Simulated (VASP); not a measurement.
A run of VASP 6.6.1:

INCAR

```
SYSTEM = HfB
PREC     = Accurate       ! precision mode
ENCUT    = 520            ! plane-wave cutoff, eV
EDIFF    = 1E-8           ! SCF threshold, eV
ISMEAR   = -1             ! smearing method
SIGMA    = 0.05           ! smearing width, eV
LREAL    = .False.        ! projectors in reciprocal space
LASPH    = .True.         ! aspherical terms in the spheres
NELM     = 100            ! most SCF steps
ALGO     = Normal         ! electronic algorithm
ISIF     = 2              ! what is computed and relaxed
LWAVE    = .False.        ! write WAVECAR
LCHARG   = .False.        ! write CHGCAR
GGA      = PE             ! functional
LEFG     = .True.       
NBANDS   = 14             ! bands
```

The input KPOINTS:

```
regular mesh
0
Gamma
  15 15 15
  0 0 0
```

Contents of POSCAR:

```
HfB
1.0
    0.0000000000      2.3478755842      2.3478755842
    2.3478755842      0.0000000000      2.3478755842
    2.3478755842      2.3478755842      0.0000000000
Hf B
1 1
Direct
    0.5000000000      0.5000000000      0.5000000000
    0.0000000000      0.0000000000      0.0000000000
```

Potentials or basis: VASP PAW PBE potentials, release 64 (Hf_pv, B).

Launch:

```bash
$ cat potpaw_PBE.64/Hf_pv/POTCAR potpaw_PBE.64/B/POTCAR > POTCAR
$ mpirun -np 1 vasp_std > vasp.out
```

Hardware: 1 thread of Intel Xeon 8259CL (shared host).

Estimate the wall time of this run.

Wall time 100 s on 1 thread of Intel Xeon 8259CL, on a shared host, peak memory 0.19 GiB. Counts: scf iterations 15, k points 120.
